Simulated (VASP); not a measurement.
Write the native input for VASP 6.6.1 that does the following.

```
Task                   : relaxation of cell and atoms
Functional             : PBEsol
Potentials or basis    : VASP PAW PBE potentials, release 64 (Hf_pv, N)
Cutoff                 : 600 eV
k mesh                 : 11 × 11 × 11
Occupations            : fermi-dirac, width 0.1 eV
Spin                   : no spin polarisation
Target pressure        : 6 GPa
Dipole correction      : no
Further INCAR settings : ALGO = Normal; EDIFF = 1e-07; IBRION = 2; EDIFFG = -0.01; NSW = 60; ISIF = 3
```

The structure of HfN lies in POSCAR:

```
HfN
1.0
    0.0000000000      2.4548220000      2.4548220000
    2.4548220000      0.0000000000      2.4548220000
    2.4548220000      2.4548220000      0.0000000000
Hf N
1 1
Direct
    0.0000000000      0.0000000000      0.0000000000
    0.2500000000      0.2500000000      0.2500000000
```

These files were run (other wordings do the same):

INCAR

```
PREC = Accurate
ENCUT = 600
EDIFF = 1E-7
ISMEAR = -1
SIGMA = 0.1
LREAL = False
LASPH = True
NELM = 120
ALGO = Normal
ISIF = 3
LWAVE = False
LCHARG = False
GGA = PS
IBRION = 2
NSW = 60
EDIFFG = -0.01
PSTRESS = 60.0
GGA_COMPAT = False
NELMIN = 4
```

KPOINTS

```
regular mesh
0
Gamma
  11 11 11
```

Potentials or basis: VASP PAW PBE potentials, release 64 (Hf_pv, N).

The run is started by

```console
$ cat potpaw_PBE.64/Hf_pv/POTCAR potpaw_PBE.64/N/POTCAR > POTCAR
$ mpirun -np 1 vasp_std > vasp.out
```

It gave:

The relaxed volume is 13.97 Å³/atom and the relaxed cell is a = 3.406 Å, b = 3.406 Å, c = 3.406 Å, α = 60.00°, β = 60.00°, γ = 60.00°. The space group after relaxing (to 0.1 Å) is F-43m (No. 216), the energy change on relaxing (the run minimises the enthalpy) is -1.5 meV/atom and the ionic steps are 4. The pressure after relaxing is 5.9 GPa. The band gap on the k mesh is zero (an odd number of electrons rules out a gap without spin polarisation).

Caveat: the cell is relaxed towards a set pressure, so the run minimises the enthalpy, not the energy; the PAW data sets were made with another functional, which shifts forces and pressure a little; spin-orbit coupling is left out, which moves the levels of the heavy elements.

Run time: 31 s on 1 thread of Intel(R) Xeon(R) 6975P-C (Granite Rapids) (shared host), peak memory 0.18 GiB.
